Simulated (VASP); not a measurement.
A run of VASP 6.6.1 is set up as follows.

The input INCAR:

```
ALGO = Fast
EDIFF = 1E-6
ENCUT = 520
GGA = PS
ISIF = 2
ISMEAR = 0
LASPH = T
LCHARG = F
LREAL = F
LWAVE = F
NBANDS = 27
NELM = 60
PREC = Accurate
SIGMA = 0.1
```

The input KPOINTS:

```
k-points
0
Gamma
  10 10 10
```

POSCAR

```
TiAl2
1.0
    1.9695121006     -6.0850127685      0.0000000000
    1.9695121006      6.0850127685      0.0000000000
    0.0000000000      0.0000000000      4.0126458051
Ti Al
2 4
Direct
    0.6559934199      0.3440065801      0.0000000000
    0.3440065801      0.6559934199      0.0000000000
    0.0000000000      0.0000000000      0.0000000000
    0.8267167321      0.1732832679      0.5000000000
    0.1732832679      0.8267167321      0.5000000000
    0.5000000000      0.5000000000      0.5000000000
```

Potentials or basis: VASP PAW PBE potentials, release 64 (Ti_sv, Al).

Run with:

```sh
$ cat potpaw_PBE.64/Ti_sv/POTCAR potpaw_PBE.64/Al/POTCAR > POTCAR
$ mpirun -np 1 vasp_std > vasp.out
```

(1) What does it give for the pressure?

(2) Estimate the largest force.

## Answers

(1) -3.2 GPa.

(2) 0.005 eV/Å.

Caveat: the cell stands under tension; the PAW data sets were made with another functional, which shifts forces and pressure a little.
